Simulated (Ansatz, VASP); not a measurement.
## GaN in VASP and in Ansatz

The input INCAR:

```
  PREC = Accurate
  ENCUT = 520
  EDIFF = 1E-6
  ISMEAR = 0
  SIGMA = 0.05
  LREAL = F
  LASPH = T
  NELM = 100
  ALGO = Normal
  ISIF = 2
  LWAVE = F
  LCHARG = F
  GGA = PE
  NBANDS = 16
```

Contents of KPOINTS:

```
Automatic mesh
0
Gamma
  10 10 10
```

File POSCAR:

```
GaN
1.0
    0.0000000000      2.3083520702      2.2742384928
    2.3083520702      0.0000000000      2.2742384928
    2.3083520702      2.3083520702      0.0000000000
Ga N
1 1
Direct
    0.0000000000      0.0000000000      0.0000000000
    0.7500000000      0.7500000000      0.7500000000
```

Input for Ansatz:

```yaml
crystal:
  lattice:
    - [0.0, 2.3083520702, 2.2742384928]
    - [2.3083520702, 0.0, 2.2742384928]
    - [2.3083520702, 2.3083520702, 0.0]
  atoms:
    - { symbol: Ga, position: [0.0, 0.0, 0.0] }
    - { symbol: "N", position: [0.75, 0.75, 0.75] }
basis:
  ecutwfc: 420
kpoints:
  mp_grid: { grid: [10, 10, 10] }
hamiltonian:
  xc: pbe
scf:
  occupations: { method: gaussian, width: 0.05 }
output:
  forces: true
  stress: true
  eigenvalues: true
```

Change from the starting cell: strain +0.015 along x and y, +0.000 along z, atoms carried along.

Alike in both runs: task single point; functional PBE; k mesh 10 × 10 × 10; occupations gaussian, width 0.05 eV; no spin polarisation.

|  | VASP | Ansatz |
| --- | --- | --- |
| version | VASP 6.6.1 | Ansatz 0.2.0 |
| potentials or method | VASP PAW PBE potentials, release 64 (Ga_d, N), cutoff 520 eV | scalar-relativistic, plane waves, PAW |
| valence electrons in the cell | 18 | 18 |

VASP gave:

| Quantity | Value |
| --- | --- |
| gap on the k mesh at the Fermi level (eV) | 1.31 |
| least direct gap on the mesh (eV) | 1.31 |
| pressure (GPa) | -4.7 |
| traceless stress, the component that is largest in VASP (GPa) | 1.19 |

Q: Which values does Ansatz return?

A: gap on the k mesh at the Fermi level (eV): 1.31; least direct gap on the mesh (eV): 1.31; pressure (GPa): -4.8; traceless stress, the component that is largest in VASP (GPa): 1.19.

With one functional, cell and mesh, what is left measures potentials, basis and numerics.
